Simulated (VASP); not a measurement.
# K (I4_1/amd) in VASP: notebook

K is run at these levels: PBEsol, PBE; tasks: single point, relaxation of the atoms.

Program: VASP 6.6.1. These are calculated values, not measurements. Logs are shortened: lines on timing, memory, paths and dates and some standing lists are left out, and cuts for length are marked.

**1. The cell of the first run**

It takes space group I4_1/amd (No. 141, tetragonal). Conventional cell: a = 4.416 Å, b = 4.416 Å, c = 16.092 Å, α = 90.00°, β = 90.00°, γ = 90.00°. Within 5.8 Å of K (site symmetry -4m2) lie 8 K at 4.42 to 4.59 Å.

**2. Single point, PBEsol**

INCAR reads:

```
PREC = Accurate
ENCUT = 520
EDIFF = 1E-7
ISMEAR = 0
SIGMA = 0.1
LREAL = False
LASPH = True
NELM = 80
ALGO = Normal
ISIF = 2
LWAVE = False
LCHARG = True
GGA = PS
LELF = True
LVHAR = True
NBANDS = 16
```

KPOINTS reads:

```
Automatic mesh
0
Gamma
  6 6 6
```

POSCAR reads:

```
K
1.0
   -2.2081090471      2.2081090471      8.0458679461
    2.2081090471     -2.2081090471      8.0458679461
    2.2081090471      2.2081090471     -8.0458679461
K
2
Direct
    0.2500000000      0.7500000000      0.5000000000
    0.5000000000      0.5000000000      0.0000000000
```

Potentials or basis: VASP PAW PBE potentials, release 64 (K_sv).

Command:

```console
cat potpaw_PBE.64/K_sv/POTCAR > POTCAR
mpirun -np 1 vasp_std > vasp.out
```

OUTCAR:

```text
PREC = Accurate
   ENCUT = 520
   EDIFF = 1E-7
   ISMEAR = 0
   LREAL = False
   LASPH = True
   NELM = 80
   ISIF = 2
   GGA = PS

 ion  position               nearest neighbor table
   1  0.250  0.750  0.500-
   2  0.500  0.500  0.000-

  LATTYP: Found a body centered tetragonal cell.
 ALAT       =     4.4162180942
 C/A-ratio  =     3.6437819757

  Lattice vectors:

 A1 = (  -2.2081090471,   2.2081090471,   8.0458679461)
 A2 = (   2.2081090471,  -2.2081090471,   8.0458679461)
 A3 = (   2.2081090471,   2.2081090471,  -8.0458679461)

Analysis of symmetry for initial positions (statically):
=====================================================================
 Subroutine PRICEL returns:
 Original cell was already a primitive cell.

 Routine SETGRP: Setting up the symmetry group for a
 body centered tetragonal supercell.

 Subroutine GETGRP returns: Found 16 space group operations
 (whereof  8 operations were pure point group operations)
 out of a pool of 16 trial point group operations.

The static configuration has the point symmetry D_2d.
 The point group associated with its full space group is D_4h.

Analysis of symmetry for dynamics (positions and initial velocities):
=====================================================================
 Subroutine PRICEL returns:
 Original cell was already a primitive cell.

 Routine SETGRP: Setting up the symmetry group for a
 body centered tetragonal supercell.

 Subroutine GETGRP returns: Found 16 space group operations
 (whereof  8 operations were pure point group operations)
 out of a pool of 16 trial point group operations.

The dynamic configuration has the point symmetry D_2d.
 The point group associated with its full space group is D_4h.

 Subroutine INISYM returns: Found 16 space group operations
 (whereof  8 operations are pure point group operations),
 and found     1 'primitive' translations

----------------------------------------------------------------------------------------

                                     Primitive cell

  volume of cell :     156.9184

  direct lattice vectors                    reciprocal lattice vectors
[... 81 lines left out ...]
   ISPIN  =      1    spin polarized calculation?
   LNONCOLLINEAR =      F non collinear calculations
   LSORBIT =      F    spin-orbit coupling
   LASPH  =      T    aspherical Exc in radial PAW
   ENCUT  =  520.0 eV  38.22 Ry    6.18 a.u.  16.05 16.05 16.05*2*pi/ulx,y,z
   NELM   =     80;   NELMIN=  2; NELMDL= -5     # of ELM steps
   EDIFF  = 0.1E-06   stopping-criterion for ELM
   LREAL  =      F    real-space projection
   EDIFFG = 0.1E-05   stopping-criterion for IOM
   NSW    =      0    number of steps for IOM
   IBRION =     -1    ionic relax: 0-MD 1-quasi-New 2-CG
   NFREE  =      0    steps in history (QN), initial steepest desc. (CG)
   ISIF   =      2    stress and relaxation
   ISYM   =      2    0-nonsym 1-usesym 2-fastsym
   POTIM  = 0.5000    time-step for ionic-motion
   TEBEG  =    0.0;   TEEND  =   0.0 temperature during run
   PSTRESS=    0.0 pullay stress
   NELECT =      18.0000    total number of electrons
   NUPDOWN=      -1.0000    fix difference up-down
   EMIN   =  10.00;   EMAX   =-10.00  energy-range for DOS
   EFERMI =   0.00;   METHOD = LEGACY
   ISMEAR =     0;   SIGMA  =   0.10  broadening in eV -4-tet -1-fermi 0-gaus
   EFERMI_NEDOS =   21; number of points for ismear=-14 and -15
   IALGO  =     38    algorithm
   IMIX   =      4    mixing-type and parameters
     AMIX     =   0.40;   BMIX     =  1.00
     AMIX_MAG =   1.60;   BMIX_MAG =  1.00
  volume/ion in A,a.u.               =      78.46       529.47
  Fermi-wavevector in a.u.,A,eV,Ry     =   0.795440  1.503165  8.608754  0.632726
  Thomas-Fermi vector in A             =   1.901769
   LORBIT       =      0    0 simple, 1 ext, 2 COOP (PROOUT), +10 PAW based schemes
   GGA     = PS    functional components
   LHFCALC =     F    Hartree Fock is set to
   AEXX    =    0.0000 exact exchange contribution
   IVDW    =     0    specifies the selected vdW correction
   LEPSILON=     F    determine dielectric tensor
   LRPA    =     F    only Hartree local field effects (RPA)
 non-spin polarized calculation
 Gauss-broadening in eV      SIGMA  =   0.10
  energy-cutoff  :      520.00
  volume of cell :      156.92
 maximum number of plane-waves:      4246
   NGX = 33   NGY = 33   NGZ = 33

 number of electron      18.0000000 magnetization

 Free energy of the ion-electron system (eV)
  ---------------------------------------------------
  ext. energy  EPLUGINS =         0.00000000
  ---------------------------------------------------
  free energy    TOTEN  =        -2.12927613 eV

  energy without entropy =       -2.12133632  energy(sigma->0) =       -2.12530623

 E-fermi :  -0.2601     XC(G=0):  -5.5336

 val. band max:       -0.2858238887   @ k =   0.5000   0.0000  -0.0000
 cond. band min:      -0.2215197198   @ k =   0.1667   0.1667   0.0000
 fundamental gap:      0.0643041689
 Fermi energy:        -0.2600684037

 k-point     1 :       0.0000    0.0000    0.0000
  band No.  band energies     occupation
      1     -32.4090      2.00000
      2     -32.4054      2.00000
      3     -15.9826      2.00000
      4     -15.9196      2.00000
      5     -15.9196      2.00000
      6     -15.9162      2.00000
[... 433 lines left out ...]
      3     -15.9701      2.00000
      4     -15.9399      2.00000
      5     -15.9303      2.00000
      6     -15.9227      2.00000
[... 8 lines left out ...]
     15       3.7540      0.00000
     16       4.3938      0.00000

 [... further k-points ...]

------------------------ aborting loop because EDIFF is reached ----------------------------------------

  FORCE on cell =-STRESS in cart. coord.  units (eV):
  Direction    XX          YY          ZZ          XY          YZ          ZX
  --------------------------------------------------------------------------------------
  -------------------------------------------------------------------------------------
  Total       -0.1761748     -0.1761748     -0.1658363      0.0000000      0.0000000     -0.0000000
  in kB       -1.7987898     -1.7987898     -1.6932315      0.0000000      0.0000000     -0.0000000
  external PRESSURE =      -1.7636037 kB  Pullay stress =       0.0000000 kB

 VOLUME and BASIS-vectors are now :
 -----------------------------------------------------------------------------
  energy-cutoff  :      520.00
  volume of cell :      156.92
      direct lattice vectors                 reciprocal lattice vectors
    -2.208109047  2.208109047  8.045867946     0.000000000  0.226438092  0.062143700
     2.208109047 -2.208109047  8.045867946     0.226438092  0.000000000  0.062143700
     2.208109047  2.208109047 -8.045867946     0.226438092  0.226438092  0.000000000

 POSITION                                       TOTAL-FORCE (eV/Angst)
 -----------------------------------------------------------------------------------
      2.20811      0.00000      4.02293         0.000000      0.000000      0.000000
      0.00000      0.00000      8.04587        -0.000000     -0.000000     -0.000000
 -----------------------------------------------------------------------------------
    total drift:                                0.000000     -0.000000      0.000000

  FREE ENERGIE OF THE ION-ELECTRON SYSTEM (eV)
  ---------------------------------------------------
  free  energy   TOTEN  =        -2.1292761349 eV

  energy  without entropy=       -2.1213363181  energy(sigma->0) =       -2.12530623
```

OSZICAR:

```text
N       E                     dE             d eps       ncg     rms          rms(c)
DAV:   1     0.111252463767E+03    0.11125E+03   -0.75689E+03   960   0.882E+02
DAV:   2     0.636749638822E+01   -0.10488E+03   -0.10266E+03  1176   0.254E+02
DAV:   3    -0.172677915259E+01   -0.80943E+01   -0.80766E+01  1776   0.512E+01
DAV:   4    -0.212969576927E+01   -0.40292E+00   -0.40273E+00  1392   0.850E+00
DAV:   5    -0.213557652266E+01   -0.58808E-02   -0.58804E-02  1608   0.889E-01    0.246E+00
DAV:   6    -0.213101073953E+01    0.45658E-02   -0.54944E-03  1320   0.524E-01    0.160E+00
DAV:   7    -0.212921755194E+01    0.17932E-02   -0.12293E-02  1272   0.657E-01    0.139E-01
DAV:   8    -0.212926074061E+01   -0.43189E-04   -0.19355E-03  1400   0.365E-01    0.470E-02
DAV:   9    -0.212927452597E+01   -0.13785E-04   -0.64996E-05  1680   0.441E-02    0.290E-02
DAV:  10    -0.212927697699E+01   -0.24510E-05   -0.77436E-06  1376   0.212E-02    0.499E-03
DAV:  11    -0.212927709711E+01   -0.12012E-06   -0.13700E-07  1080   0.243E-03    0.550E-03
DAV:  12    -0.212927593549E+01    0.11616E-05   -0.61915E-07  1328   0.535E-03    0.100E-03
DAV:  13    -0.212927607313E+01   -0.13764E-06   -0.25871E-08   960   0.107E-03    0.450E-04
DAV:  14    -0.212927613487E+01   -0.61740E-07   -0.18249E-08   928   0.879E-04
   1 F= -.21292761E+01 E0= -.21253062E+01  d E =-.793982E-02
```

stdout:

```text
POSCAR found type information on POSCAR K
 POSCAR found :  1 types and       2 ions
 scaLAPACK will be used
 -----------------------------------------------------------------------------
|                                                                             |
|                                                                             |
|     You enforced a specific xc type in the INCAR file but a different       |
|     I HOPE YOU KNOW WHAT YOU ARE DOING!                                     |
|                                                                             |
 -----------------------------------------------------------------------------

 LDA part: xc-table for (Slater+PW92), standard interpolation
 POSCAR, INCAR and KPOINTS ok, starting setup
 FFT: planning ... GRIDC
 FFT: planning ... GRID_SOFT
 FFT: planning ... GRID
 WAVECAR not read
 entering main loop
```

Run time: 3 min. Hardware: 1 thread of Intel Xeon Platinum 8488C (Sapphire Rapids), shared host; peak memory 0.54 GiB.

Results:

```
Free energy            : -2.1293 eV
Pressure               : -0.2 GPa
Band gap on the k mesh : zero (bands 9 and 10 overlap by 2.77 eV)
```

Caveat: the PAW data sets were made with another functional, which shifts forces and pressure a little.

**3. Relaxation of the atoms, PBE**

INCAR reads:

```
SYSTEM = K
PREC = Accurate ; ENCUT = 520
EDIFF = 1E-6 ; ISMEAR = 0
SIGMA = 0.1 ; LREAL = .False.
LASPH = .True. ; NELM = 100
ALGO = Fast ; ISIF = 2
LWAVE = .False. ; LCHARG = .False.
GGA = PE ; IBRION = 2
NSW = 30 ; EDIFFG = -0.02
```

KPOINTS reads:

```
regular mesh
0
Gamma
  3 3 5
  0 0 0
```

POSCAR is that of step 2.

Potentials or basis: VASP PAW PBE potentials, release 64 (K_sv).

Command:

```console
cat potpaw_PBE.64/K_sv/POTCAR > POTCAR
mpirun -np 1 vasp_std > vasp.out
```

It took 77 s on 1 thread of Intel Xeon Platinum 8488C (Sapphire Rapids), shared host; peak memory 0.53 GiB.

The run converged. Its results:

| Quantity | Value |
| --- | --- |
| Free energy | -1.9382 eV |
| Pressure after relaxing | -0.1 GPa |
| Band gap on the k mesh | zero (bands 9 and 10 overlap by 2.08 eV) |

Stress tensor (GPa, compression positive):
```
-0.10  0.00  0.00
 0.00 -0.10  0.00
 0.00  0.00  0.02
```

Final structure:
```cif
data_structure
_symmetry_space_group_name_H-M 'P 1'
_symmetry_Int_Tables_number 1
_cell_length_a 8.6306
_cell_length_b 8.6306
_cell_length_c 8.6306
_cell_angle_alpha 150.353
_cell_angle_beta 150.353
_cell_angle_gamma 42.424
_cell_volume 156.92
loop_
_atom_site_label
_atom_site_type_symbol
_atom_site_fract_x
_atom_site_fract_y
_atom_site_fract_z
_atom_site_occupancy
K1 K 0.25000 0.75000 0.50000 1
K2 K 0.50000 0.50000 0.00000 1
```

Levels at points of the mesh, in eV from the Fermi level:
```csv
k point,band 5,band 6,band 7,band 8,band 9,band 10,band 11,band 12,band 13
"(0.00, 0.00, 0.00)",-15.86,-15.85,-15.85,-15.85,-2.21,0.09,0.27,3.01,3.01
```

Caveat: the k points lie up to 0.37 Å⁻¹ apart, too coarse for converged energies and pressures of a metal; the relaxation stopped at its first step, so nothing moved.
